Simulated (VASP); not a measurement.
Set up this calculation in VASP 6.6.1, as the native input.

```
Task                   : single point
Functional             : PBE
Potentials or basis    : VASP PAW PBE potentials, release 64 (Ta_pv, N)
Cutoff                 : 520 eV
k mesh                 : 14 × 14 × 14
Occupations            : fermi-dirac, width 0.05 eV
Spin                   : no spin polarisation
Dipole correction      : no
Further INCAR settings : ALGO = Normal; EDIFF = 1e-06; NBANDS = 15
```

The structure of TaN (CsCl type) lies in POSCAR:

```
TaN
1.0
    2.4181105352      0.0000000000      0.0000000000
    0.0000000000      2.4181105352      0.0000000000
    0.0000000000      0.0000000000      2.4181105352
Ta N
1 1
Direct
    0.0000000000      0.0000000000      0.0000000000
    0.5000000000      0.5000000000      0.5000000000
```

This cell differs from its parent crystal: volume scaled by 0.68.

The input as run:

INCAR

```
SYSTEM = TaN
PREC = Accurate
ENCUT = 520
EDIFF = 1E-6
ISMEAR = -1
SIGMA = 0.05
LREAL = .FALSE.
LASPH = .TRUE.
NELM = 80
ALGO = Normal
ISIF = 2
LWAVE = .FALSE.
LCHARG = .FALSE.
GGA = PE
NBANDS = 15
```

KPOINTS

```
regular mesh
0
G
  14 14 14
  0 0 0
```

Potentials or basis: VASP PAW PBE potentials, release 64 (Ta_pv, N).

The run is started by

```console
$ cat potpaw_PBE.64/Ta_pv/POTCAR potpaw_PBE.64/N/POTCAR > POTCAR
$ mpirun -np 1 vasp_std > vasp.out
```

It gave:

| Quantity | Value |
| --- | --- |
| Pressure | 285.7 GPa |
| Band gap on the k mesh | zero (band 8 reaches 24.25 eV, above the bottom of band 9 at 10.92 eV) |

Caveat: spin-orbit coupling is left out, which moves the levels of the heavy elements.

Wall time 11 s on 1 thread of Intel(R) Xeon(R) Platinum 8559C (Emerald Rapids), on a shared host, peak memory 0.14 GiB.
